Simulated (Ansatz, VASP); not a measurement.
**Mg in VASP and in Ansatz**

```
Mg
1.0
     3.17683    0.00000    0.00000
    -1.58841    2.75121    0.00000
     0.00000    0.00000   10.31886
Mg
4
Direct
  0.66667 0.33333 0.75000
  0.00000 0.00000 0.50000
  0.33333 0.66667 0.25000
  0.00000 0.00000 0.00000
```

Alike in both runs: functional LDA; k mesh 10 × 10 × 3; occupations fermi-dirac, width 0.05 eV; no spin polarisation.

|  | VASP | Ansatz |
| --- | --- | --- |
| version | VASP 6.6.1 | Ansatz 0.2.0 |
| potentials or method | VASP PAW LDA potentials, release 64 (Mg) | Ansatz PAW |
| plane-wave cutoff (eV) | 520 | 420 |
| valence electrons in the cell | 8 | 40 |
| task | single point | band structure |

|  | VASP | Ansatz | Ansatz less VASP |
| --- | --- | --- | --- |
| gap on the k mesh at the Fermi level (eV) | none | none | - |
| pressure (GPa) | -1.6 | -1.3 | +0.32 |
| traceless stress, the component that is largest in VASP (GPa) | 0.70 | 0.70 | +0.007 |

LDA's correlation is that of Perdew and Zunger in VASP and of Perdew and Wang (1992) in Ansatz. A gap of «none» marks a metal or a gap that the smearing closes. VASP's potentials hold 8 valence electrons a cell and Ansatz's 40, so a difference there can come from the potentials and not from the codes.
